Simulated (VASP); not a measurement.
# Ag2Sn in VASP: single point with r2SCAN

Aim: the single point of Ag2Sn with r2SCAN.

All numbers are computed with VASP 6.6.1; they aren't measurements. Logs are shortened: lines on timing, memory, paths and dates and some standing lists are left out, and cuts for length are marked.

**1. The cell of the first run**

The typed cell holds 3 atoms: a = 4.588 Å, b = 4.588 Å, c = 3.286 Å, α = 90.00°, β = 90.00°, γ = 120.00°.

**2. Single point, r2SCAN**

POSCAR

```
Ag2Sn
1.0
    4.5876400000      0.0000000000      0.0000000000
   -2.2938200000      3.9730150000      0.0000000000
    0.0000000000      0.0000000000      3.2861690000
Sn Ag
1 2
Direct
    0.0000000000      0.0000000000      0.0000000000
    0.3333000000      0.6667000000      0.5000000000
    0.6666000000      0.3333000000      0.5000000000
```

INCAR.step1

```
SYSTEM = Ag2Sn
PREC = Accurate
ENCUT = 520
ISMEAR = -1
SIGMA = 0.1
LREAL = .FALSE.
LASPH = .TRUE.
NELM = 100
NBANDS = 25
GGA = PE
ALGO = Normal
EDIFF = 1E-4
LWAVE = .TRUE.
LCHARG = .FALSE.
```

INCAR.step2

```
SYSTEM = Ag2Sn
PREC = Accurate
ENCUT = 520
EDIFF = 1E-7
ISMEAR = -1
SIGMA = 0.1
LREAL = .FALSE.
LASPH = .TRUE.
NELM = 100
ALGO = Normal
ISIF = 2
LWAVE = .FALSE.
LCHARG = .TRUE.
METAGGA = R2SCAN
LMIXTAU = .TRUE.
LELF = .TRUE.
LVHAR = .TRUE.
NBANDS = 25
ISTART = 1
```

KPOINTS

```
regular mesh
0
G
  9 9 10
  0 0 0
```

Potentials or basis: VASP PAW PBE potentials, release 64 (Sn_d, Ag).

On the command line:

```
cat potpaw_PBE.64/Sn_d/POTCAR potpaw_PBE.64/Ag/POTCAR > POTCAR
cp INCAR.step1 INCAR
mpirun -np 1 vasp_std > vasp.out
cp INCAR.step2 INCAR
mpirun -np 1 vasp_std > vasp.out
```

OUTCAR:

```text
SYSTEM = Ag2Sn
   PREC = Accurate
   ENCUT = 520
   EDIFF = 1E-7
   ISMEAR = -1
   LREAL = .FALSE.
   LASPH = .TRUE.
   NELM = 100
   ISIF = 2
   METAGGA = R2SCAN
   ISTART = 1

 ion  position               nearest neighbor table
   1  0.000  0.000  0.000-   3 3.12   3 3.12   2 3.12   2 3.12   2 3.12   2 3.12   3 3.12   3 3.12
                             3 3.12   3 3.12   2 3.12   2 3.12
   2  0.333  0.667  0.500-   3 2.65   3 2.65   3 2.65   1 3.12   1 3.12   1 3.12   1 3.12   1 3.12
                             1 3.12
   3  0.667  0.333  0.500-   2 2.65   2 2.65   2 2.65   1 3.12   1 3.12   1 3.12   1 3.12   1 3.12
                             1 3.12

  LATTYP: Found a hexagonal cell.
 ALAT       =     4.5876400000
 C/A-ratio  =     0.7163092570

  Lattice vectors:

 A1 = (   4.5876400000,   0.0000000000,   0.0000000000)
 A2 = (  -2.2938200000,   3.9730150000,   0.0000000000)
 A3 = (   0.0000000000,   0.0000000000,   3.2861690000)

Analysis of symmetry for initial positions (statically):
=====================================================================
 Subroutine PRICEL returns:
 Original cell was already a primitive cell.

 Routine SETGRP: Setting up the symmetry group for a
 hexagonal supercell.

 Subroutine GETGRP returns: Found  4 space group operations
 (whereof  4 operations were pure point group operations)
 out of a pool of 24 trial point group operations.

The static configuration has the point symmetry C_2v.

Analysis of symmetry for dynamics (positions and initial velocities):
=====================================================================
 Subroutine PRICEL returns:
 Original cell was already a primitive cell.

 Routine SETGRP: Setting up the symmetry group for a
 hexagonal supercell.

 Subroutine GETGRP returns: Found  4 space group operations
 (whereof  4 operations were pure point group operations)
 out of a pool of 24 trial point group operations.

The dynamic configuration has the point symmetry C_2v.

 Subroutine INISYM returns: Found  4 space group operations
 (whereof  4 operations are pure point group operations),
 and found     1 'primitive' translations

----------------------------------------------------------------------------------------

[... 88 lines left out ...]
   ISPIN  =      1    spin polarized calculation?
   LNONCOLLINEAR =      F non collinear calculations
   LSORBIT =      F    spin-orbit coupling
   LASPH  =      T    aspherical Exc in radial PAW
   ENCUT  =  520.0 eV  38.22 Ry    6.18 a.u.   8.53  8.53  6.11*2*pi/ulx,y,z
   NELM   =    100;   NELMIN=  2; NELMDL=  0     # of ELM steps
   EDIFF  = 0.1E-06   stopping-criterion for ELM
   LREAL  =      F    real-space projection
   EDIFFG = 0.1E-05   stopping-criterion for IOM
   NSW    =      0    number of steps for IOM
   IBRION =     -1    ionic relax: 0-MD 1-quasi-New 2-CG
   NFREE  =      0    steps in history (QN), initial steepest desc. (CG)
   ISIF   =      2    stress and relaxation
   ISYM   =      2    0-nonsym 1-usesym 2-fastsym
   POTIM  = 0.5000    time-step for ionic-motion
   TEBEG  =    0.0;   TEEND  =   0.0 temperature during run
   PSTRESS=    0.0 pullay stress
   NELECT =      36.0000    total number of electrons
   NUPDOWN=      -1.0000    fix difference up-down
   EMIN   =  10.00;   EMAX   =-10.00  energy-range for DOS
   EFERMI =   0.00;   METHOD = LEGACY
   ISMEAR =    -1;   SIGMA  =   0.10  broadening in eV -4-tet -1-fermi 0-gaus
   EFERMI_NEDOS =   21; number of points for ismear=-14 and -15
   IALGO  =     38    algorithm
   IMIX   =      4    mixing-type and parameters
     AMIX     =   0.40;   BMIX     =  1.00
     AMIX_MAG =   1.60;   BMIX_MAG =  1.00
  volume/ion in A,a.u.               =      19.97       134.73
  Fermi-wavevector in a.u.,A,eV,Ry     =   1.381579  2.610807 25.970279  1.908762
  Thomas-Fermi vector in A             =   2.506351
   LORBIT       =      0    0 simple, 1 ext, 2 COOP (PROOUT), +10 PAW based schemes
   METAGGA = R2SCAN    functional components
   LHFCALC =     F    Hartree Fock is set to
   AEXX    =    0.0000 exact exchange contribution
   IVDW    =     0    specifies the selected vdW correction
   LEPSILON=     F    determine dielectric tensor
   LRPA    =     F    only Hartree local field effects (RPA)
 non-spin polarized calculation
  energy-cutoff  :      520.00
  volume of cell :       59.90
 maximum number of plane-waves:      1638
 NGX is ok and might be reduce to    36
   NGX = 17   NGY = 17   NGZ = 13

 number of electron      36.0000006 magnetization

 Free energy of the ion-electron system (eV)
  ---------------------------------------------------
  ext. energy  EPLUGINS =         0.00000000
  ---------------------------------------------------
  free energy    TOTEN  =       -66.88076360 eV

  energy without entropy =      -66.84831226  energy(sigma->0) =      -66.86453793

 E-fermi :   8.6698     XC(G=0): -12.3549

 val. band max:        8.6563140415   @ k =   0.0000   0.0000   0.2000
 cond. band min:       8.6805396921   @ k =   0.2222   0.1111   0.3000
 fundamental gap:      0.0242256506
 Fermi energy:         8.6697954220

 k-point     1 :       0.0000    0.0000    0.0000
  band No.  band energies     occupation
      1     -13.5745      2.00000
      2     -13.4394      2.00000
      3     -13.4394      2.00000
      4     -13.4313      2.00000
      5     -13.4313      2.00000
      6      -1.8675      2.00000
[... 661 lines left out ...]
     24      18.9655      0.00000
     25      19.7470      0.00000

 [... further k-points ...]

------------------------ aborting loop because EDIFF is reached ----------------------------------------

  FORCE on cell =-STRESS in cart. coord.  units (eV):
  Direction    XX          YY          ZZ          XY          YZ          ZX
  --------------------------------------------------------------------------------------
  -------------------------------------------------------------------------------------
  Total        2.3028555      2.3072993      0.0501064      0.0000000      0.0000000      0.0000000
  in kB       61.5995925     61.7184611      1.3403063      0.0000000      0.0000000      0.0000000
  external PRESSURE =      41.5527866 kB  Pullay stress =       0.0000000 kB

 VOLUME and BASIS-vectors are now :
 -----------------------------------------------------------------------------
  energy-cutoff  :      520.00
  volume of cell :       59.90
      direct lattice vectors                 reciprocal lattice vectors
     4.587640000  0.000000000  0.000000000     0.217976999  0.125849009  0.000000000
    -2.293820000  3.973015000  0.000000000     0.000000000  0.251698018  0.000000000
     0.000000000  0.000000000  3.286169000     0.000000000  0.000000000  0.304305713

 POSITION                                       TOTAL-FORCE (eV/Angst)
 -----------------------------------------------------------------------------------
      0.00000      0.00000      0.00000        -0.000537      0.000000      0.000000
     -0.00023      2.64881      1.64308         0.000268     -0.001848      0.000000
      2.29359      1.32421      1.64308         0.000268      0.001848      0.000000
 -----------------------------------------------------------------------------------
    total drift:                                0.000023      0.000000     -0.000000

  FREE ENERGIE OF THE ION-ELECTRON SYSTEM (eV)
  ---------------------------------------------------
  free  energy   TOTEN  =       -66.8807636030 eV

  energy  without entropy=      -66.8483122554  energy(sigma->0) =      -66.86453793
```

OSZICAR.step1:

```text
N       E                     dE             d eps       ncg     rms          rms(c)
DAV:   1     0.293280375049E+03    0.29328E+03   -0.17793E+04  7793   0.194E+03
DAV:   2     0.127888723405E+02   -0.28049E+03   -0.26805E+03  7645   0.463E+02
DAV:   3    -0.898265622819E+01   -0.21772E+02   -0.21472E+02  8542   0.115E+02
DAV:   4    -0.949815909275E+01   -0.51550E+00   -0.51501E+00  8446   0.171E+01
DAV:   5    -0.951338758913E+01   -0.15228E-01   -0.15228E-01  9733   0.297E+00    0.760E+00
DAV:   6    -0.890541842901E+01    0.60797E+00   -0.21851E+00  7831   0.132E+01    0.556E+00
DAV:   7    -0.888823522200E+01    0.17183E-01   -0.85954E-02  8177   0.262E+00    0.310E+00
DAV:   8    -0.887810924322E+01    0.10126E-01   -0.13526E-02  9658   0.118E+00    0.112E-01
DAV:   9    -0.887762124716E+01    0.48800E-03   -0.13773E-03  9033   0.462E-01    0.552E-02
DAV:  10    -0.887760773611E+01    0.13511E-04   -0.32946E-04  7349   0.174E-01
   1 F= -.88776077E+01 E0= -.88611466E+01  d E =-.329222E-01
```

Wall time 8.6 min (1 thread of Intel Xeon Platinum 8259CL at 2.50GHz (Skylake/Cascade Lake), shared host); peak memory 0.34 GiB.

What came out:

| Item | Value |
| --- | --- |
| Free energy | -66.8808 eV |
| Pressure | 4.2 GPa |
| Band gap on the k mesh | zero (bands 18 and 19 overlap by 4.53 eV) |

Stress tensor (GPa, compression positive):
```
6.16 0.00 0.00
0.00 6.17 0.00
0.00 0.00 0.13
```

Levels at points of the mesh, in eV from the Fermi level:
| k point | band 14 | band 15 | band 16 | band 17 | band 18 | band 19 | band 20 | band 21 | band 22 | band 23 |
| --- | --- | --- | --- | --- | --- | --- | --- | --- | --- | --- |
| (0.00, 0.00, 0.00) | -4.90 | -4.22 | -4.22 | 0.40 | 1.32 | 1.32 | 3.11 | 3.12 | 4.00 | 5.38 |
| (0.00, 0.00, 0.50) | -4.85 | -4.85 | -3.71 | -3.27 | 2.91 | 2.91 | 4.03 | 4.36 | 6.18 | 6.18 |

Caveat: the cell stands under pressure; the PAW data sets were made with another functional, which shifts forces and pressure a little; spin-orbit coupling is left out, which moves the levels of the heavy elements.
